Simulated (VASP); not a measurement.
# CrO2 in VASP: single point with r2SCAN

Aim: the single point of CrO2 with r2SCAN.

Everything below comes from runs of VASP 6.6.1. Logs are shortened: lines on timing, memory, paths and dates and some standing lists are left out, and cuts for length are marked.

## (1) The cell of the first run

The cell holds a slab with vacuum, 9 atoms: a = 2.600 Å, b = 2.600 Å, c = 22.807 Å, α = 90.00°, β = 90.00°, γ = 120.00°.

## (2) Single point, r2SCAN

POSCAR reads:

```
CrO2
1.0
    2.5998247762      0.0000000000      0.0000000000
   -1.2999123881      2.2515143016      0.0000000000
    0.0000000000      0.0000000000     22.8071038258
Cr O
3 6
Direct
    0.6666666667      0.3333333333      0.6597259989
    0.3333333333      0.6666666667      0.8836759151
    0.3333333333      0.6666666667      0.4357760826
    0.6666666667      0.3333333333      0.9338824983
    0.6666666667      0.3333333333      0.4859812198
    0.3333333333      0.6666666667      0.7099333362
    0.6666666667      0.3333333333      0.8334707779
    0.6666666667      0.3333333333      0.3855694994
    0.3333333333      0.6666666667      0.6095186616
```

INCAR.step1 reads:

```
SYSTEM = CrO2
PREC = Accurate ; ENCUT = 520
ISMEAR = 0 ; SIGMA = 0.01
LREAL = .False. ; LASPH = .True.
NELM = 80 ; NBANDS = 46
GGA = PE ; ALGO = Normal
EDIFF = 1E-4 ; LWAVE = .True.
LCHARG = .False.
```

INCAR.step2 reads:

```
SYSTEM = CrO2
PREC = Accurate ; ENCUT = 520
EDIFF = 1E-6 ; ISMEAR = 0
SIGMA = 0.01 ; LREAL = .False.
LASPH = .True. ; NELM = 80
ALGO = Normal ; ISIF = 2
LWAVE = .False. ; LCHARG = .True.
METAGGA = R2SCAN ; LMIXTAU = .True.
LELF = .True. ; LVHAR = .True.
NBANDS = 46 ; ISTART = 1
```

KPOINTS reads:

```
Automatic mesh
0
Gamma
  18 18 2
  0 0 0
```

Potentials or basis: VASP PAW PBE potentials, release 64 (Cr_pv, O).

The run is started by

```console
> cat potpaw_PBE.64/Cr_pv/POTCAR potpaw_PBE.64/O/POTCAR > POTCAR
> cp INCAR.step1 INCAR
> mpirun -np 1 vasp_std > vasp.out
> cp INCAR.step2 INCAR
> mpirun -np 1 vasp_std > vasp.out
```

OUTCAR:

```text
SYSTEM = CrO2
   PREC = Accurate
   ENCUT = 520
   EDIFF = 1E-6
   ISMEAR = 0
   LREAL = .False.
   LASPH = .True.
   NELM = 80
   ISIF = 2
   METAGGA = R2SCAN
   ISTART = 1

 ion  position               nearest neighbor table
   1  0.667  0.333  0.660-   6 1.89   9 1.89   6 1.89   9 1.89   6 1.89   9 1.89
   2  0.333  0.667  0.884-   7 1.89   7 1.89   7 1.89   4 1.89   4 1.89   4 1.89
   3  0.333  0.667  0.436-   5 1.89   5 1.89   5 1.89   8 1.89   8 1.89   8 1.89
   4  0.667  0.333  0.934-   2 1.89   2 1.89   2 1.89
   5  0.667  0.333  0.486-   3 1.89   3 1.89   3 1.89
   6  0.333  0.667  0.710-   1 1.89   1 1.89   1 1.89
   7  0.667  0.333  0.833-   2 1.89   2 1.89   2 1.89
   8  0.667  0.333  0.386-   3 1.89   3 1.89   3 1.89
   9  0.333  0.667  0.610-   1 1.89   1 1.89   1 1.89

  LATTYP: Found a hexagonal cell.
 ALAT       =     2.5998247762
 C/A-ratio  =     8.7725542254

  Lattice vectors:

 A1 = (   2.5998247762,   0.0000000000,   0.0000000000)
 A2 = (  -1.2999123881,   2.2515143016,   0.0000000000)
 A3 = (   0.0000000000,   0.0000000000,  22.8071038258)

Analysis of symmetry for initial positions (statically):
=====================================================================
 Subroutine PRICEL returns:
 Original cell was already a primitive cell.

 Routine SETGRP: Setting up the symmetry group for a
 hexagonal supercell.

 Subroutine GETGRP returns: Found 12 space group operations
 (whereof  6 operations were pure point group operations)
 out of a pool of 24 trial point group operations.

The static configuration has the point symmetry C_3v.
 The point group associated with its full space group is D_3h.

Analysis of symmetry for dynamics (positions and initial velocities):
=====================================================================
 Subroutine PRICEL returns:
 Original cell was already a primitive cell.

 Routine SETGRP: Setting up the symmetry group for a
 hexagonal supercell.

 Subroutine GETGRP returns: Found 12 space group operations
 (whereof  6 operations were pure point group operations)
 out of a pool of 24 trial point group operations.

The dynamic configuration has the point symmetry C_3v.
 The point group associated with its full space group is D_3h.

 Subroutine INISYM returns: Found 12 space group operations
[... 110 lines left out ...]
   NELM   =     80;   NELMIN=  2; NELMDL=  0     # of ELM steps
   EDIFF  = 0.1E-05   stopping-criterion for ELM
   LREAL  =      F    real-space projection
   EDIFFG = 0.1E-04   stopping-criterion for IOM
   NSW    =      0    number of steps for IOM
   IBRION =     -1    ionic relax: 0-MD 1-quasi-New 2-CG
   NFREE  =      0    steps in history (QN), initial steepest desc. (CG)
   ISIF   =      2    stress and relaxation
   ISYM   =      2    0-nonsym 1-usesym 2-fastsym
   POTIM  = 0.5000    time-step for ionic-motion
   TEBEG  =    0.0;   TEEND  =   0.0 temperature during run
   PSTRESS=    0.0 pullay stress
   NELECT =      72.0000    total number of electrons
   NUPDOWN=      -1.0000    fix difference up-down
   EMIN   =  10.00;   EMAX   =-10.00  energy-range for DOS
   EFERMI =   0.00;   METHOD = LEGACY
   ISMEAR =     0;   SIGMA  =   0.01  broadening in eV -4-tet -1-fermi 0-gaus
   EFERMI_NEDOS =   21; number of points for ismear=-14 and -15
   IALGO  =     38    algorithm
   IMIX   =      4    mixing-type and parameters
     AMIX     =   0.40;   BMIX     =  1.00
     AMIX_MAG =   1.60;   BMIX_MAG =  1.00
  volume/ion in A,a.u.               =      14.83       100.10
  Fermi-wavevector in a.u.,A,eV,Ry     =   1.332568  2.518188 24.160372  1.775737
  Thomas-Fermi vector in A             =   2.461493
   LORBIT       =      0    0 simple, 1 ext, 2 COOP (PROOUT), +10 PAW based schemes
   METAGGA = R2SCAN    functional components
   LHFCALC =     F    Hartree Fock is set to
   AEXX    =    0.0000 exact exchange contribution
   IVDW    =     0    specifies the selected vdW correction
   LEPSILON=     F    determine dielectric tensor
   LRPA    =     F    only Hartree local field effects (RPA)
 non-spin polarized calculation
 Gauss-broadening in eV      SIGMA  =   0.01
  energy-cutoff  :      520.00
  volume of cell :      133.50
 maximum number of plane-waves:      3645
 NGX is ok and might be reduce to    20
   NGX =  9   NGY =  9   NGZ = 85

 number of electron      72.0000023 magnetization

 Free energy of the ion-electron system (eV)
  ---------------------------------------------------
  ext. energy  EPLUGINS =         0.00000000
  ---------------------------------------------------
  free energy    TOTEN  =       -96.89395152 eV

  energy without entropy =      -96.89395152  energy(sigma->0) =      -96.89395152

 E-fermi :   0.9317     XC(G=0):  -8.3250

 val. band max:        0.8149486255   @ k =   0.0000   0.0000   0.0000
 cond. band min:       1.0612275449   @ k =   0.3333   0.3333   0.0000
 fundamental gap:      0.2462789194
 Fermi energy:         0.9317473019

 k-point     1 :       0.0000    0.0000    0.0000
  band No.  band energies     occupation
      1     -45.3679      2.00000
      2     -45.3679      2.00000
      3     -45.3678      2.00000
      4     -45.1232      2.00000
      5     -45.1232      2.00000
      6     -45.1232      2.00000
[... 1165 lines left out ...]
     45       2.7255      0.00000
     46       3.4579      0.00000

 [... further k-points ...]
[... 5 lines left out ...]
  --------------------------------------------------------------------------------------
  -------------------------------------------------------------------------------------
  Total        1.3315363      1.3315363      0.9832685      0.0000000      0.0000000      0.0000000
  in kB       15.9799221     15.9799221     11.8003198      0.0000000      0.0000000      0.0000000
  external PRESSURE =      14.5867213 kB  Pullay stress =       0.0000000 kB

 VOLUME and BASIS-vectors are now :
 -----------------------------------------------------------------------------
  energy-cutoff  :      520.00
  volume of cell :      133.50
      direct lattice vectors                 reciprocal lattice vectors
     2.599824776  0.000000000  0.000000000     0.384641307  0.222072762  0.000000000
    -1.299912388  2.251514302  0.000000000     0.000000000  0.444145524  0.000000000
     0.000000000  0.000000000 22.807103826     0.000000000  0.000000000  0.043845988

 POSITION                                       TOTAL-FORCE (eV/Angst)
 -----------------------------------------------------------------------------------
      1.29991      0.75050     15.04644         0.000000     -0.000000      0.000000
     -0.00000      1.50101     20.15409         0.000000      0.000000      0.001202
     -0.00000      1.50101      9.93879        -0.000000      0.000000     -0.001202
      1.29991      0.75050     21.29916        -0.000000     -0.000000      0.162122
      1.29991      0.75050     11.08382        -0.000000     -0.000000      0.166984
     -0.00000      1.50101     16.19152         0.000000     -0.000000      0.167611
      1.29991      0.75050     19.00905        -0.000000     -0.000000     -0.166984
      1.29991      0.75050      8.79372        -0.000000     -0.000000     -0.162122
     -0.00000      1.50101     13.90136         0.000000     -0.000000     -0.167611
 -----------------------------------------------------------------------------------
    total drift:                               -0.000002      0.000001     -0.000003

  FREE ENERGIE OF THE ION-ELECTRON SYSTEM (eV)
  ---------------------------------------------------
  free  energy   TOTEN  =       -96.8939515186 eV

  energy  without entropy=      -96.8939515186  energy(sigma->0) =      -96.89395152
```

OSZICAR.step1:

```text
N       E                     dE             d eps       ncg     rms          rms(c)
DAV:   1     0.953143182471E+03    0.95314E+03   -0.41296E+04  7384   0.164E+03
DAV:   2     0.315188206495E+02   -0.92162E+03   -0.86198E+03  7410   0.481E+02
DAV:   3    -0.934871335112E+02   -0.12501E+03   -0.12324E+03  8410   0.178E+02
[... 11 lines left out ...]
DAV:  15    -0.738280126844E+02    0.18148E-02   -0.11748E-02  9278   0.940E-01    0.149E-01
DAV:  16    -0.738278952892E+02    0.11740E-03   -0.70938E-04  7386   0.210E-01    0.122E-01
DAV:  17    -0.738279984358E+02   -0.10315E-03   -0.21484E-04  5864   0.134E-01    0.118E-01
DAV:  18    -0.738278982180E+02    0.10022E-03   -0.44018E-04  7062   0.176E-01    0.223E-02
DAV:  19    -0.738279767057E+02   -0.78488E-04   -0.27909E-05  4656   0.493E-02
   1 F= -.73827977E+02 E0= -.73827977E+02  d E =-.685315E-20
```

It took 28 min on 1 thread of Intel Xeon 6975P-C (Granite Rapids), shared host; peak memory 0.51 GiB.

Results:

```yaml
Free_energy: -96.8940 eV
Largest_force: 0.168 eV/Å
Band_gap_on_the_k_mesh: 0.25 eV, indirect (least direct gap 1.64 eV)
```

Forces in eV/Å, atoms in the order of the input:
```
Cr   0.000  0.000  0.000
Cr   0.000  0.000  0.001
Cr   0.000  0.000 -0.001
O    0.000  0.000  0.162
O    0.000  0.000  0.167
O    0.000  0.000  0.168
O    0.000  0.000 -0.167
O    0.000  0.000 -0.162
O    0.000  0.000 -0.168
```

Levels at points of the mesh, in eV from the valence-band top:
| k point | band 32 | band 33 | band 34 | band 35 | band 36 | band 37 | band 38 | band 39 | band 40 | band 41 |
| --- | --- | --- | --- | --- | --- | --- | --- | --- | --- | --- |
| (0.00, 0.00, 0.00) | -2.93 | -2.48 | -0.31 | -0.14 | 0.00 | 1.69 | 1.69 | 1.69 | 1.69 | 1.70 |
| (0.50, 0.00, 0.00) | -2.96 | -2.95 | -1.33 | -1.30 | -1.28 | 1.00 | 1.01 | 1.01 | 1.22 | 1.24 |
| (0.00, 0.00, 0.50) | -2.93 | -2.48 | -0.31 | -0.14 | 0.00 | 1.69 | 1.69 | 1.69 | 1.69 | 1.70 |
| (0.50, 0.00, 0.50) | -2.96 | -2.95 | -1.33 | -1.30 | -1.28 | 1.00 | 1.01 | 1.01 | 1.22 | 1.24 |

Caveat: the PAW data sets were made with another functional, which shifts forces and pressure a little. Spin polarisation is off, so any magnetic state and its effect on volume and gap are missing.
